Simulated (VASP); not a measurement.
Input of a VASP 6.6.1 run:

File INCAR:

```
SYSTEM = Ir
PREC = Accurate ; ENCUT = 600
EDIFF = 1E-6 ; ISMEAR = -1
SIGMA = 0.1 ; LREAL = .False.
LASPH = .True. ; NELM = 60
ALGO = Normal ; ISIF = 3
LWAVE = .False. ; LCHARG = .False.
IBRION = 2 ; NSW = 80
EDIFFG = -0.01
```

File KPOINTS:

```
regular mesh
0
Gamma
  14 14 14
  0 0 0
```

File POSCAR:

```
Ir
1.0
    0.0000000000      1.9197000000      1.9197000000
    1.9197000000      0.0000000000      1.9197000000
    1.9197000000      1.9197000000      0.0000000000
Ir
1
Direct
    0.0000000000      0.0000000000      0.0000000000
```

Potentials or basis: VASP PAW LDA potentials, release 64 (Ir).

The run is started by

```sh
$ cat potpaw_LDA.64/Ir/POTCAR > POTCAR
$ mpirun -np 1 vasp_std > vasp.out
```

Task: Predict the relaxed volume.

Result: 13.94 Å³/atom.

Task: What does it give for the space group after relaxing (to 0.05 Å)?

Result: Fm-3m (No. 225).

Task: Predict the relaxed cell.

Result: a = 2.702 Å, b = 2.702 Å, c = 2.702 Å, α = 60.00°, β = 60.00°, γ = 60.00°.

Step by step:
```
step  energy change (eV)  largest force (eV/Å)  pressure (GPa)  volume (Å³)
   1              0.0000                0.0000           -5.68        14.15
   2              0.0607                0.0000           27.48        13.15
   3             -0.0037                0.0000           -0.16        13.95
   4             -0.0037                0.0000           -0.01        13.94
```

 LDA usually gives volumes a few per cent too small.
